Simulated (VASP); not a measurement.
The system is TaPSe4.

```
Ta P Se
1.0
     0.00000    4.15581    4.15581
     4.15581    0.00000    4.15581
     4.15581    4.15581    0.00000
Ta P Se
1 1 4
Direct
  0.25000 0.25000 0.25000
  0.50000 0.50000 0.50000
  0.87421 0.37736 0.87421
  0.87421 0.87421 0.37736
  0.87421 0.87421 0.87421
  0.37736 0.87421 0.87421
```

The cell was generated, and may not be a known phase.

| Property | Result |
| --- | --- |
| Program | VASP 6.6.1 |
| Task | relaxation of cell and atoms |
| Functional | PBE |
| Potentials or basis | VASP PAW PBE potentials, release 64 (Ta_pv, P, Se) |
| Cutoff | 600 eV |
| k mesh | 4 × 4 × 4 |
| Occupations | gaussian, width 0.1 eV |
| Spin | collinear spin |
| Starting moments | [1.0, 0.0, 0.0, 0.0, 0.0, 0.0] μB |

At the start: pressure -10.4 GPa; volume 23.92 Å³/atom.

How do energy, volume and symmetry change on relaxing?

Over 7 steps the energy falls by 170.3 meV/atom and the volume is 19.67 Å³/atom (-17.8 %); space group F-43m (No. 216, to 0.1 Å) before and after; moment 0.00 μB per cell.

Step by step:
| step | energy change (eV) | largest force (eV/Å) | pressure (GPa) | volume (Å³) |
| --- | --- | --- | --- | --- |
| 1 | 0.0000 | 0.2762 | -10.41 | 143.55 |
| 2 | -0.9772 | 0.2280 | 3.22 | 113.61 |
| 3 | -1.0151 | 0.2638 | 0.07 | 117.62 |
| 4 | -1.0146 | 0.2604 | 0.41 | 117.14 |
| 5 | -1.0213 | 0.0047 | 0.44 | 117.13 |
| 6 | -1.0213 | 0.0006 | 0.44 | 117.13 |
| 7 | -1.0220 | 0.0035 | -0.20 | 118.02 |

Final structure:
```
Ta P Se
1.0
     0.00000    3.89326    3.89326
     3.89326    0.00000    3.89326
     3.89326    3.89326    0.00000
Ta P Se
1 1 4
Direct
  0.25000 0.25000 0.25000
  0.50000 0.50000 0.50000
  0.87598 0.37206 0.87598
  0.87598 0.87598 0.37206
  0.87598 0.87598 0.87598
  0.37206 0.87598 0.87598
```

Caveat: the volume moved by over 15 % at a fixed basis, so the end points are rough.
